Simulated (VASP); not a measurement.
Here is a VASP 6.6.1 calculation.

INCAR

```
PREC = Accurate
ENCUT = 520
EDIFF = 1E-6
ISMEAR = 1
SIGMA = 0.02
LREAL = False
LASPH = True
NELM = 80
ALGO = Normal
ISIF = 2
LWAVE = False
LCHARG = False
GGA = PS
NBANDS = 20
```

Contents of KPOINTS:

```
Automatic mesh
0
Gamma
  8 8 8
```

Contents of POSCAR:

```
SnO2
1.0
    1.6170930800      0.9336291200      4.8005925800
   -1.6170930800      0.9336291200      4.8005925800
    0.0000000000     -1.8672582400      4.8005925800
Sn O
1 2
Direct
    0.5000000000      0.5000000000      0.5000000000
    0.2371700000      0.2371700000      0.2371700000
    0.7628300000      0.7628300000      0.7628300000
```

Potentials or basis: VASP PAW PBE potentials, release 64 (Sn_d, O).

The run is started by

```sh
$ cat potpaw_PBE.64/Sn_d/POTCAR potpaw_PBE.64/O/POTCAR > POTCAR
$ mpirun -np 1 vasp_std > vasp.out
```

Task: Predict the band gap on the k mesh.

Result: 1.85 eV, indirect (least direct gap 1.97 eV).

Task: Estimate the largest force.

Result: 0.347 eV/Å.

Stress tensor (GPa, compression positive):
```
-5.12  0.00  0.00
 0.00 -5.12  0.00
 0.00  0.00 -3.60
```

Caveat: the PAW data sets were made with another functional, which shifts forces and pressure a little; spin-orbit coupling is left out, which moves the levels of the heavy elements. A k mesh can miss the band edges.
